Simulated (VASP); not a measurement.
A run of VASP 6.6.1 is set up as follows.

Contents of INCAR:

```
SYSTEM = BP
AGGAC = 1.0 ; AGGAX = 1.0
ALDAC = 0.0 ; ALDAX = 1.0
ALGO = Normal ; EDIFF = 1E-7
ENCUT = 520 ; GGA = B5
ISIF = 2 ; ISMEAR = -1
IVDW = 13 ; LASPH = .True.
LCHARG = .False. ; LREAL = .False.
LWAVE = .False. ; NBANDS = 11
NELM = 100 ; PREC = Accurate
SIGMA = 0.05 ; VDW_A1 = 0.44488865
VDW_A2 = 4.0933009 ; VDW_S6 = 1.0
VDW_S8 = 2.34076671
```

KPOINTS

```
k-points
0
Gamma
  10 10 10
  0 0 0
```

The input POSCAR:

```
BP
1.0
    0.0000000000      2.3135014941      2.3135014941
    2.3135014941      0.0000000000      2.3135014941
    2.3135014941      2.3135014941      0.0000000000
P B
1 1
Direct
    0.7500000000      0.7500000000      0.7500000000
    0.0000000000      0.0000000000      0.0000000000
```

Potentials or basis: VASP PAW PBE potentials, release 64 (P, B).

Launch:

```sh
$ cat potpaw_PBE.64/P/POTCAR potpaw_PBE.64/B/POTCAR > POTCAR
$ mpirun -np 1 vasp_std > vasp.out
```

Problem. What does it give for the band gap on the k mesh?

Solution. 1.60 eV, indirect (least direct gap 3.49 eV).

Problem. Predict the pressure.

Solution. -11.8 GPa.

Problem. Predict the dispersion energy per atom.

Solution. -0.650 eV.

Caveat: the PAW data sets were made with another functional, which shifts forces and pressure a little. A k mesh can miss the band edges.
